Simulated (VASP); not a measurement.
# AlCo in VASP: single point with LDA

Aim: the single point of AlCo with LDA.

All numbers are computed with VASP 6.6.1; they aren't measurements. Logs are shortened: lines on timing, memory, paths and dates and some standing lists are left out, and cuts for length are marked.

### Step 1. The cell of the first run

The cell holds a slab with vacuum, 6 atoms: a = 2.794 Å, b = 3.951 Å, c = 19.951 Å, α = 90.00°, β = 90.00°, γ = 90.00°.

### Step 2. Single point, LDA

INCAR

```
SYSTEM = AlCo
PREC     = Accurate       ! precision mode
ENCUT    = 520            ! plane-wave cutoff, eV
EDIFF    = 1E-6           ! SCF threshold, eV
ISMEAR   = -1             ! smearing method
SIGMA    = 0.05           ! smearing width, eV
LREAL    = .FALSE.        ! projectors in reciprocal space
LASPH    = .TRUE.         ! aspherical terms in the spheres
NELM     = 100            ! most SCF steps
ALGO     = Normal         ! electronic algorithm
ISIF     = 2              ! what is computed and relaxed
LWAVE    = .FALSE.        ! write WAVECAR
LCHARG   = .FALSE.        ! write CHGCAR
LDIPOL   = .TRUE.       
IDIPOL   = 3            
DIPOL    = 0.5 0.5 0.500
NBANDS   = 27             ! bands
```

KPOINTS

```
Automatic mesh
0
G
  15 10 1
  0 0 0
```

POSCAR

```
AlCo
1.0
    2.7937509608      0.0000000000      0.0000000000
    0.0000000000      3.9509604987      0.0000000000
    0.0000000000      0.0000000000     19.9510000000
Co Al
3 3
Direct
    0.7500000000      0.2500000000      0.4051714870
    0.7500000000      0.7500000000      0.4999999961
    0.7500000000      0.2500000000      0.5948285155
    0.2500000000      0.7500000000      0.3967528424
    0.2500000000      0.2500000000      0.4999999967
    0.2500000000      0.7500000000      0.6032471622
```

Potentials or basis: VASP PAW LDA potentials, release 64 (Co, Al).

Launch:

```console
$ cat potpaw_LDA.64/Co/POTCAR potpaw_LDA.64/Al/POTCAR > POTCAR
$ mpirun -np 1 vasp_std > vasp.out
```

OUTCAR:

```text
SYSTEM = AlCo
   PREC = Accurate
   ENCUT = 520
   EDIFF = 1E-6
   ISMEAR = -1
   LREAL = .FALSE.
   LASPH = .TRUE.
   NELM = 100
   ISIF = 2

 ion  position               nearest neighbor table
   1  0.750  0.250  0.405-   5 2.35   5 2.35   4 2.43   4 2.43   4 2.43   4 2.43   2 2.74   2 2.74

   2  0.750  0.750  0.500-   5 2.42   5 2.42   5 2.42   5 2.42   4 2.49   4 2.49   6 2.49   6 2.49
                             1 2.74   1 2.74   3 2.74   3 2.74
   3  0.750  0.250  0.595-   5 2.35   5 2.35   6 2.43   6 2.43   6 2.43   6 2.43   2 2.74   2 2.74

   4  0.250  0.750  0.397-   1 2.43   1 2.43   1 2.43   1 2.43   2 2.49   2 2.49   5 2.85   5 2.85

   5  0.250  0.250  0.500-   1 2.35   1 2.35   3 2.35   3 2.35   2 2.42   2 2.42   2 2.42   2 2.42
                             4 2.85   4 2.85   6 2.85   6 2.85
   6  0.250  0.750  0.603-   3 2.43   3 2.43   3 2.43   3 2.43   2 2.49   2 2.49   5 2.85   5 2.85

  LATTYP: Found a simple orthorhombic cell.
 ALAT       =     2.7937509608
 B/A-ratio  =     1.4142135624
 C/A-ratio  =     7.1412950832

  Lattice vectors:

 A1 = (   2.7937509608,   0.0000000000,   0.0000000000)
 A2 = (   0.0000000000,   3.9509604987,   0.0000000000)
 A3 = (   0.0000000000,   0.0000000000,  19.9510000000)

Analysis of symmetry for initial positions (statically):
=====================================================================
 Subroutine PRICEL returns:
 Original cell was already a primitive cell.

 Routine SETGRP: Setting up the symmetry group for a
 simple orthorhombic supercell.

 Subroutine GETGRP returns: Found  8 space group operations
 (whereof  2 operations were pure point group operations)
 out of a pool of  8 trial point group operations.

The static configuration has the point symmetry C_1h.
 The point group associated with its full space group is D_2h.

Analysis of symmetry for dynamics (positions and initial velocities):
=====================================================================
 Subroutine PRICEL returns:
 Original cell was already a primitive cell.

 Routine SETGRP: Setting up the symmetry group for a
 simple orthorhombic supercell.

 Subroutine GETGRP returns: Found  8 space group operations
 (whereof  2 operations were pure point group operations)
 out of a pool of  8 trial point group operations.

The dynamic configuration has the point symmetry C_1h.
 The point group associated with its full space group is D_2h.

 Subroutine INISYM returns: Found  8 space group operations
 (whereof  2 operations are pure point group operations),
 and found     1 'primitive' translations

----------------------------------------------------------------------------------------

                                     Primitive cell

  volume of cell :     220.2191

  direct lattice vectors                    reciprocal lattice vectors
     2.793750961  0.000000000  0.000000000     0.357941711  0.000000000  0.000000000
     0.000000000  3.950960499  0.000000000     0.000000000  0.253103011  0.000000000
     0.000000000  0.000000000 19.951000000     0.000000000  0.000000000  0.050122801

  length of vectors
     2.793750961  3.950960499 19.951000000     0.357941711  0.253103011  0.050122801

  position of ions in fractional coordinates (direct lattice)
     0.750000000  0.250000000  0.405171487
     0.750000000  0.750000000  0.499999996
     0.750000000  0.250000000  0.594828515
     0.250000000  0.750000000  0.396752842
     0.250000000  0.250000000  0.499999997
     0.250000000  0.750000000  0.603247162

  ion indices of the primitive-cell ions
   primitive index   ion index
                 1           1
                 2           2
                 3           3
                 4           4
                 5           5
                 6           6

----------------------------------------------------------------------------------------

 KPOINTS: Automatic mesh

Automatic generation of k-mesh.
 Grid dimensions read from file:
 generate k-points for:   15   10    1

 Generating k-lattice:

  Cartesian coordinates                     Fractional coordinates (reciprocal lattice)
     0.023862781  0.000000000  0.000000000     0.066666667  0.000000000  0.000000000
     0.000000000  0.025310301  0.000000000     0.000000000  0.100000000  0.000000000
     0.000000000  0.000000000  0.050122801     0.000000000  0.000000000  1.000000000

  Length of vectors
     0.023862781  0.025310301  0.050122801

  Shift w.r.t. Gamma in fractional coordinates (k-lattice)
     0.000000000  0.000000000  0.000000000

 Subroutine IBZKPT returns following result:
 ===========================================

 Found     48 irreducible k-points:

 Following reciprocal coordinates:
            Coordinates               Weight
  0.000000  0.000000  0.000000      1.000000
  0.066667  0.000000  0.000000      2.000000
  0.133333  0.000000  0.000000      2.000000
  0.200000  0.000000  0.000000      2.000000
  0.266667  0.000000  0.000000      2.000000
  0.333333  0.000000  0.000000      2.000000
[... 16 lines left out ...]
  0.400000  0.200000  0.000000      4.000000
  0.466667  0.200000  0.000000      4.000000
 [... further k-points ...]
   k-points           NKPTS =     48   k-points in BZ     NKDIM =     48   number of bands    NBANDS=     27
   number of dos      NEDOS =    301   number of ions     NIONS =      6
   total plane-waves  NPLWV = 108000
   dimension x,y,z NGX =    24 NGY =   30 NGZ =  150
   dimension x,y,z NGXF=    48 NGYF=   60 NGZF=  300
   ions per type =               3   3
   NGX,Y,Z   is equivalent  to a cutoff of  14.28, 12.62, 12.50 a.u.
   NGXF,Y,Z  is equivalent  to a cutoff of  28.56, 25.25, 25.00 a.u.
 SYSTEM =  AlCo
   PREC   = accura    normal or accurate (medium, high low for compatibility)
   ISTART =      0    job   : 0-new  1-cont  2-samecut
   ICHARG =      2    charge: 1-file 2-atom 10-const
   ISPIN  =      1    spin polarized calculation?
   LNONCOLLINEAR =      F non collinear calculations
   LSORBIT =      F    spin-orbit coupling
   LASPH  =      T    aspherical Exc in radial PAW
   ENCUT  =  520.0 eV  38.22 Ry    6.18 a.u.   5.19  7.35 37.10*2*pi/ulx,y,z
   NELM   =    100;   NELMIN=  2; NELMDL= -5     # of ELM steps
   EDIFF  = 0.1E-05   stopping-criterion for ELM
   LREAL  =      F    real-space projection
   EDIFFG = 0.1E-04   stopping-criterion for IOM
   NSW    =      0    number of steps for IOM
   IBRION =     -1    ionic relax: 0-MD 1-quasi-New 2-CG
   NFREE  =      0    steps in history (QN), initial steepest desc. (CG)
   ISIF   =      2    stress and relaxation
   ISYM   =      2    0-nonsym 1-usesym 2-fastsym
   POTIM  = 0.5000    time-step for ionic-motion
   TEBEG  =    0.0;   TEEND  =   0.0 temperature during run
   PSTRESS=    0.0 pullay stress
   NELECT =      36.0000    total number of electrons
   NUPDOWN=      -1.0000    fix difference up-down
   EMIN   =  10.00;   EMAX   =-10.00  energy-range for DOS
   EFERMI =   0.00;   METHOD = LEGACY
   ISMEAR =    -1;   SIGMA  =   0.05  broadening in eV -4-tet -1-fermi 0-gaus
   EFERMI_NEDOS =   21; number of points for ismear=-14 and -15
   IALGO  =     38    algorithm
   IMIX   =      4    mixing-type and parameters
     AMIX     =   0.40;   BMIX     =  1.00
     AMIX_MAG =   1.60;   BMIX_MAG =  1.00
  volume/ion in A,a.u.               =      36.70       247.69
  Fermi-wavevector in a.u.,A,eV,Ry     =   0.895139  1.691568 10.902001  0.801274
  Thomas-Fermi vector in A             =   2.017433
   LORBIT       =      0    0 simple, 1 ext, 2 COOP (PROOUT), +10 PAW based schemes
   GGA     = CA    functional components
   LHFCALC =     F    Hartree Fock is set to
   AEXX    =    0.0000 exact exchange contribution
   IVDW    =     0    specifies the selected vdW correction
   LEPSILON=     F    determine dielectric tensor
   LRPA    =     F    only Hartree local field effects (RPA)
 non-spin polarized calculation
  energy-cutoff  :      520.00
  volume of cell :      220.22
 maximum number of plane-waves:      5978
 NGX is ok and might be reduce to    24
   NGX = 11   NGY = 15   NGZ = 75

 dipolmoment           0.000000      0.000000     -0.000000 electrons x Angstroem

 number of electron      35.9999994 magnetization

 dipolmoment           0.000000      0.000000      0.000000 electrons x Angstroem

 Free energy of the ion-electron system (eV)
  ---------------------------------------------------
  ext. energy  EPLUGINS =         0.00000000
  ---------------------------------------------------
  free energy    TOTEN  =       -37.60121376 eV

  energy without entropy =      -37.56097225  energy(sigma->0) =      -37.58109301

 E-fermi :  -0.2878     XC(G=0):  -4.9093

 val. band max:       -0.2921156941   @ k =   0.1333   0.5000   0.0000
 cond. band min:      -0.2852688475   @ k =   0.3333   0.0000   0.0000
 fundamental gap:      0.0068468467
 Fermi energy:        -0.2878308041

 k-point     1 :       0.0000    0.0000    0.0000
  band No.  band energies     occupation
      1     -10.3596      2.00000
      2      -8.2060      2.00000
      3      -5.7917      2.00000
      4      -3.3115      2.00000
      5      -2.8821      2.00000
      6      -2.7930      2.00000
[... 19 lines left out ...]
     26       4.5823      0.00000
     27       5.0200      0.00000

 k-point     2 :       0.0667    0.0000    0.0000
  band No.  band energies     occupation
      1     -10.2736      2.00000
      2      -8.1253      2.00000
      3      -5.7278      2.00000
      4      -3.2465      2.00000
      5      -2.8647      2.00000
      6      -2.7637      2.00000
[... 652 lines left out ...]
 k-point    24 :       0.4667    0.2000    0.0000
  band No.  band energies     occupation
      1      -6.2628      2.00000
      2      -5.2461      2.00000
      3      -4.8666      2.00000
      4      -4.0319      2.00000
      5      -3.6842      2.00000
      6      -3.4850      2.00000
[... 19 lines left out ...]
     26       4.7233      0.00000
     27       5.9944      0.00000

 [... further k-points ...]

------------------------ aborting loop because EDIFF is reached ----------------------------------------

 vacuum level on the upper side and lower side of the slab       (xc-potential included)        -0.140        -0.140

  FORCE on cell =-STRESS in cart. coord.  units (eV):
  Direction    XX          YY          ZZ          XY          YZ          ZX
  --------------------------------------------------------------------------------------
  -------------------------------------------------------------------------------------
  Total       -5.2849863     -3.3641711      0.1144002      0.0000000      0.0000000      0.0000000
  in kB      -38.4502710    -24.4756150      0.8323044      0.0000000      0.0000000      0.0000000
  external PRESSURE =     -20.6978605 kB  Pullay stress =       0.0000000 kB

 VOLUME and BASIS-vectors are now :
 -----------------------------------------------------------------------------
  energy-cutoff  :      520.00
  volume of cell :      220.22
      direct lattice vectors                 reciprocal lattice vectors
     2.793750961  0.000000000  0.000000000     0.357941711  0.000000000  0.000000000
     0.000000000  3.950960499  0.000000000     0.000000000  0.253103011  0.000000000
     0.000000000  0.000000000 19.951000000     0.000000000  0.000000000  0.050122801

 POSITION                                       TOTAL-FORCE (eV/Angst)
 -----------------------------------------------------------------------------------
      2.09531      0.98774      8.08358        -0.000000     -0.000000     -0.032664
      2.09531      2.96322      9.97550        -0.000000      0.000000      0.000000
      2.09531      0.98774     11.86742        -0.000000      0.000000      0.032664
      0.69844      2.96322      7.91562        -0.000000      0.000000      0.000789
      0.69844      0.98774      9.97550        -0.000000      0.000000      0.000000
      0.69844      2.96322     12.03538         0.000000      0.000000     -0.000789
 -----------------------------------------------------------------------------------
    total drift:                                0.000000      0.000000      0.000042

  FREE ENERGIE OF THE ION-ELECTRON SYSTEM (eV)
  ---------------------------------------------------
  free  energy   TOTEN  =       -37.6012137621 eV

  energy  without entropy=      -37.5609722543  energy(sigma->0) =      -37.58109301

 vacuum level on the upper side and lower side of the slab         4.678         4.678
```

Wall time 13 min (1 thread of Oxide Virtual Turin-like, shared host); peak memory 0.38 GiB.

What came out:

- Free energy: -37.6012 eV
- Largest force: 0.033 eV/Å
- Band gap on the k mesh: zero (bands 18 and 19 overlap by 1.07 eV)

Forces on the atoms (eV/Å):
```
Co   0.000  0.000 -0.033
Co   0.000  0.000  0.000
Co   0.000  0.000  0.033
Al   0.000  0.000  0.001
Al   0.000  0.000  0.000
Al   0.000  0.000 -0.001
```

Caveat: the run has no spin polarisation, though such a crystal can be magnetic. Spin polarisation is off, so any magnetic state and its effect on volume and gap are missing.
